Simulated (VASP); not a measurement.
InSb3:

```xyz
4
Lattice="0.0000 3.7946 3.7946 3.7946 0.0000 3.7946 3.7946 3.7946 0.0000" Properties=species:S:1:pos:R:3 pbc="T T T"
Sb    3.7946    3.7946    3.7946
Sb    5.6918    5.6918    5.6918
Sb    1.8973    1.8973    1.8973
In    0.0000    0.0000    0.0000
```

Base run:

```yaml
Program: VASP 6.6.1
Functional: PBEsol
Potentials_or_basis: VASP PAW PBE potentials, release 64 (Sb, In_d)
Cutoff: 520 eV
k_mesh: 6 × 6 × 6
Occupations: fermi-dirac, width 0.05 eV
Spin: no spin polarisation
```

Its results: band gap on the k mesh zero (band 14 reaches 8.91 eV, above the bottom of band 15 at 5.45 eV); pressure -3.1 GPa.

Task: The run is repeated on the same cell with these changes: functional from PBEsol to r2SCAN. What comes out?

Result: Band gap on the k mesh zero (band 14 reaches 8.97 eV, above the bottom of band 15 at 5.68 eV); pressure -1.1 GPa.

Caveats: the PAW data sets were made with another functional, which shifts forces and pressure a little; spin-orbit coupling is left out, which moves the levels of the heavy elements.
